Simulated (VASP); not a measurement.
# P (R-3m) in VASP: further runs, part 2 of 2

VASP 6.6.1. Earlier steps stand in the parts before.

### Step 3. Single point, r2SCAN

This run uses another cell than the first one, of 13.66 Å³/atom, 1.061 times its volume.

POSCAR reads:

```
P
1.0
    1.6899396667      0.9756871215      2.7610842305
   -1.6899396667      0.9756871215      2.7610842305
    0.0000000000     -1.9513742430      2.7610842305
P
2
Direct
    0.7604443847      0.7604443847      0.7604443847
    0.2395556153      0.2395556153      0.2395556153
```

INCAR.step1 reads:

```
PREC     = Accurate       # precision mode
ENCUT    = 520            # plane-wave cutoff, eV
ISMEAR   = -1             # smearing method
SIGMA    = 0.05           # smearing width, eV
LREAL    = False          # projectors in reciprocal space
LASPH    = True           # aspherical terms in the spheres
NELM     = 80             # most SCF steps
NBANDS   = 12             # bands
GGA      = PE             # functional
ALGO     = Normal         # electronic algorithm
EDIFF    = 1E-4           # SCF threshold, eV
LWAVE    = True           # write WAVECAR
LCHARG   = False          # write CHGCAR
```

INCAR.step2 reads:

```
PREC     = Accurate       # precision mode
ENCUT    = 520            # plane-wave cutoff, eV
EDIFF    = 1E-7           # SCF threshold, eV
ISMEAR   = -1             # smearing method
SIGMA    = 0.05           # smearing width, eV
LREAL    = False          # projectors in reciprocal space
LASPH    = True           # aspherical terms in the spheres
NELM     = 80             # most SCF steps
ALGO     = Normal         # electronic algorithm
ISIF     = 2              # what is computed and relaxed
LWAVE    = False          # write WAVECAR
LCHARG   = False          # write CHGCAR
METAGGA  = R2SCAN         # meta-GGA
LMIXTAU  = True         
NBANDS   = 12             # bands
ISTART   = 1
```

KPOINTS reads:

```
regular mesh
0
Gamma
  9 9 9
```

Potentials or basis: VASP PAW PBE potentials, release 64 (P).

Run with:

```sh
$ cat potpaw_PBE.64/P/POTCAR > POTCAR
$ cp INCAR.step1 INCAR
$ mpirun -np 1 vasp_std > vasp.out
$ cp INCAR.step2 INCAR
$ mpirun -np 1 vasp_std > vasp.out
```

OUTCAR:

```text
PREC = Accurate
   ENCUT = 520
   EDIFF = 1E-7
   ISMEAR = -1
   LREAL = False
   LASPH = True
   NELM = 80
   ISIF = 2
   METAGGA = R2SCAN
   ISTART = 1

 ion  position               nearest neighbor table
   1  0.760  0.760  0.760-   2 2.29   2 2.29   2 2.29   2 2.49   2 2.49   2 2.49
   2  0.240  0.240  0.240-   1 2.29   1 2.29   1 2.29   1 2.49   1 2.49   1 2.49

  LATTYP: Found a trigonal (rhomboedric) cell.
 ALAT       =     3.3810423783
 COS(alpha) =     0.5003439309

  Lattice vectors:

 A1 = (   1.6899396667,   0.9756871215,   2.7610842305)
 A2 = (  -1.6899396667,   0.9756871215,   2.7610842305)
 A3 = (   0.0000000000,  -1.9513742430,   2.7610842305)

Analysis of symmetry for initial positions (statically):
=====================================================================
 Subroutine PRICEL returns:
 Original cell was already a primitive cell.

 Routine SETGRP: Setting up the symmetry group for a
 trigonal (rhombohedral) supercell.

 Subroutine GETGRP returns: Found 12 space group operations
 (whereof 12 operations were pure point group operations)
 out of a pool of 12 trial point group operations.

The static configuration has the point symmetry D_3d.

Analysis of symmetry for dynamics (positions and initial velocities):
=====================================================================
 Subroutine PRICEL returns:
 Original cell was already a primitive cell.

 Routine SETGRP: Setting up the symmetry group for a
 trigonal (rhombohedral) supercell.

 Subroutine GETGRP returns: Found 12 space group operations
 (whereof 12 operations were pure point group operations)
 out of a pool of 12 trial point group operations.

The dynamic configuration has the point symmetry D_3d.

 Subroutine INISYM returns: Found 12 space group operations
 (whereof 12 operations are pure point group operations),
 and found     1 'primitive' translations

----------------------------------------------------------------------------------------

                                     Primitive cell

  volume of cell :      27.3157

  direct lattice vectors                    reciprocal lattice vectors
     1.689939667  0.975687122  2.761084230     0.295868551  0.170819787  0.120725521
    -1.689939667  0.975687122  2.761084230    -0.295868551  0.170819787  0.120725521
     0.000000000 -1.951374243  2.761084230     0.000000000 -0.341639575  0.120725521

  length of vectors
     3.381042378  3.381042378  3.381042378     0.362342725  0.362342725  0.362342725

  position of ions in fractional coordinates (direct lattice)
     0.760444385  0.760444385  0.760444385
     0.239555615  0.239555615  0.239555615

  ion indices of the primitive-cell ions
   primitive index   ion index
                 1           1
                 2           2

----------------------------------------------------------------------------------------

 KPOINTS: regular mesh

Automatic generation of k-mesh.
 Grid dimensions read from file:
 generate k-points for:    9    9    9

 Generating k-lattice:

  Cartesian coordinates                     Fractional coordinates (reciprocal lattice)
     0.032874283  0.018979976  0.013413947     0.111111111  0.000000000  0.000000000
    -0.032874283  0.018979976  0.013413947     0.000000000  0.111111111  0.000000000
     0.000000000 -0.037959953  0.013413947     0.000000000  0.000000000  0.111111111

  Length of vectors
     0.040260303  0.040260303  0.040260303

  Shift w.r.t. Gamma in fractional coordinates (k-lattice)
     0.000000000  0.000000000  0.000000000

 Subroutine IBZKPT returns following result:
 ===========================================

 Found     85 irreducible k-points:

 Following reciprocal coordinates:
            Coordinates               Weight
  0.000000  0.000000  0.000000      1.000000
  0.111111 -0.000000  0.000000      6.000000
  0.222222  0.000000  0.000000      6.000000
  0.333333  0.000000  0.000000      6.000000
  0.444444  0.000000  0.000000      6.000000
  0.111111  0.111111  0.000000      6.000000
[... 16 lines left out ...]
 -0.333333  0.333333  0.000000      6.000000
  0.444444  0.444444  0.000000      6.000000
 [... further k-points ...]
   k-points           NKPTS =     85   k-points in BZ     NKDIM =     85   number of bands    NBANDS=     12
   number of dos      NEDOS =    301   number of ions     NIONS =      2
   total plane-waves  NPLWV =  21952
   dimension x,y,z NGX =    28 NGY =   28 NGZ =   28
   dimension x,y,z NGXF=    56 NGYF=   56 NGZF=   56
   ions per type =               2
   NGX,Y,Z   is equivalent  to a cutoff of  13.77, 13.77, 13.77 a.u.
   NGXF,Y,Z  is equivalent  to a cutoff of  27.54, 27.54, 27.54 a.u.
 SYSTEM =  unknown system
   PREC   = accura    normal or accurate (medium, high low for compatibility)
   ISTART =      1    job   : 0-new  1-cont  2-samecut
   ICHARG =      0    charge: 1-file 2-atom 10-const
   ISPIN  =      1    spin polarized calculation?
   LNONCOLLINEAR =      F non collinear calculations
   LSORBIT =      F    spin-orbit coupling
   LASPH  =      T    aspherical Exc in radial PAW
   ENCUT  =  520.0 eV  38.22 Ry    6.18 a.u.   6.29  6.29  6.29*2*pi/ulx,y,z
   NELM   =     80;   NELMIN=  2; NELMDL=  0     # of ELM steps
   EDIFF  = 0.1E-06   stopping-criterion for ELM
   LREAL  =      F    real-space projection
   EDIFFG = 0.1E-05   stopping-criterion for IOM
   NSW    =      0    number of steps for IOM
   IBRION =     -1    ionic relax: 0-MD 1-quasi-New 2-CG
   NFREE  =      0    steps in history (QN), initial steepest desc. (CG)
   ISIF   =      2    stress and relaxation
   ISYM   =      2    0-nonsym 1-usesym 2-fastsym
   POTIM  = 0.5000    time-step for ionic-motion
   TEBEG  =    0.0;   TEEND  =   0.0 temperature during run
   PSTRESS=    0.0 pullay stress
   NELECT =      10.0000    total number of electrons
   NUPDOWN=      -1.0000    fix difference up-down
   EMIN   =  10.00;   EMAX   =-10.00  energy-range for DOS
   EFERMI =   0.00;   METHOD = LEGACY
   ISMEAR =    -1;   SIGMA  =   0.05  broadening in eV -4-tet -1-fermi 0-gaus
   EFERMI_NEDOS =   21; number of points for ismear=-14 and -15
   IALGO  =     38    algorithm
   IMIX   =      4    mixing-type and parameters
     AMIX     =   0.40;   BMIX     =  1.00
     AMIX_MAG =   1.60;   BMIX_MAG =  1.00
  volume/ion in A,a.u.               =      13.66        92.17
  Fermi-wavevector in a.u.,A,eV,Ry     =   1.171127  2.213109 18.660909  1.371538
  Thomas-Fermi vector in A             =   2.307575
   LORBIT       =      0    0 simple, 1 ext, 2 COOP (PROOUT), +10 PAW based schemes
   METAGGA = R2SCAN    functional components
   LHFCALC =     F    Hartree Fock is set to
   AEXX    =    0.0000 exact exchange contribution
   IVDW    =     0    specifies the selected vdW correction
   LEPSILON=     F    determine dielectric tensor
   LRPA    =     F    only Hartree local field effects (RPA)
 non-spin polarized calculation
  energy-cutoff  :      520.00
  volume of cell :       27.32
 maximum number of plane-waves:       751
 NGX is ok and might be reduce to    28
   NGX = 13   NGY = 13   NGZ = 13

 number of electron      10.0000000 magnetization

 Free energy of the ion-electron system (eV)
  ---------------------------------------------------
  ext. energy  EPLUGINS =         0.00000000
  ---------------------------------------------------
  free energy    TOTEN  =       -17.62465601 eV

  energy without entropy =      -17.62065502  energy(sigma->0) =      -17.62265552

 E-fermi :  10.8406     XC(G=0): -12.1581

 val. band max:       10.8037683307   @ k =   0.4444   0.2222   0.2222
 cond. band min:      10.9036470119   @ k =  -0.3333   0.1111  -0.0000
 fundamental gap:      0.0998786811
 Fermi energy:        10.8406133114

 k-point     1 :       0.0000    0.0000    0.0000
  band No.  band energies     occupation
      1      -7.5187      2.00000
      2       7.9504      2.00000
      3       7.9504      2.00000
      4       8.2302      2.00000
      5       9.8990      2.00000
      6      14.3892      0.00000
      7      14.9539      0.00000
      8      14.9539      0.00000
      9      16.6666      0.00000
     10      16.6666      0.00000
     11      17.3965      0.00000
     12      17.7953      0.00000
[... 331 lines left out ...]
 k-point    24 :       0.4444    0.4444    0.0000
  band No.  band energies     occupation
      1      -3.1024      2.00000
      2       1.1611      2.00000
      3       3.1917      2.00000
      4       4.6104      2.00000
      5       4.8195      2.00000
      6      11.3395      0.00009
      7      19.4168      0.00000
      8      19.6393      0.00000
      9      20.3466      0.00000
     10      22.0754      0.00000
     11      26.2072      0.00000
     12      26.2429      0.00000

 [... further k-points ...]
[... 5 lines left out ...]
  --------------------------------------------------------------------------------------
  -------------------------------------------------------------------------------------
  Total        1.5757757      1.5757757      1.6006099      0.0000000     -0.0000000      0.0000000
  in kB       92.4256081     92.4256081     93.8822331      0.0000000     -0.0000000      0.0000000
  external PRESSURE =      92.9111498 kB  Pullay stress =       0.0000000 kB

 VOLUME and BASIS-vectors are now :
 -----------------------------------------------------------------------------
  energy-cutoff  :      520.00
  volume of cell :       27.32
      direct lattice vectors                 reciprocal lattice vectors
     1.689939667  0.975687122  2.761084230     0.295868551  0.170819787  0.120725521
    -1.689939667  0.975687122  2.761084230    -0.295868551  0.170819787  0.120725521
     0.000000000 -1.951374243  2.761084230     0.000000000 -0.341639575  0.120725521

 POSITION                                       TOTAL-FORCE (eV/Angst)
 -----------------------------------------------------------------------------------
      0.00000      0.00000      6.29895         0.000000      0.000000      0.076378
      0.00000      0.00000      1.98430         0.000000     -0.000000     -0.076378
 -----------------------------------------------------------------------------------
    total drift:                                0.000000     -0.000000      0.000000

  FREE ENERGIE OF THE ION-ELECTRON SYSTEM (eV)
  ---------------------------------------------------
  free  energy   TOTEN  =       -17.6246560112 eV

  energy  without entropy=      -17.6206550249  energy(sigma->0) =      -17.62265552
```

Run time: 2 min. Hardware: 1 thread of Intel Xeon Platinum 8488C (Sapphire Rapids), shared host; peak memory 0.16 GiB.

What came out:

```
Free energy            : -17.6247 eV
Pressure               : 9.3 GPa
Largest force          : 0.076 eV/Å
Band gap on the k mesh : zero (band 5 reaches 12.18 eV, above the bottom of band 6 at 9.77 eV)
```

Forces in eV/Å, atoms in the order of the input:
```
P    0.000  0.000  0.076
P    0.000  0.000 -0.076
```

Stress tensor (GPa, compression positive):
```
9.24 0.00 0.00
0.00 9.24 0.00
0.00 0.00 9.39
```

Levels at points of the mesh, in eV from the Fermi level:
```tsv
k point	band 2	band 3	band 4	band 5	band 6	band 7	band 8	band 9
(0.00, 0.00, 0.00)	-2.89	-2.89	-2.61	-0.94	3.55	4.11	4.11	5.83
```

Caveat: the PAW data sets were made with another functional, which shifts forces and pressure a little.
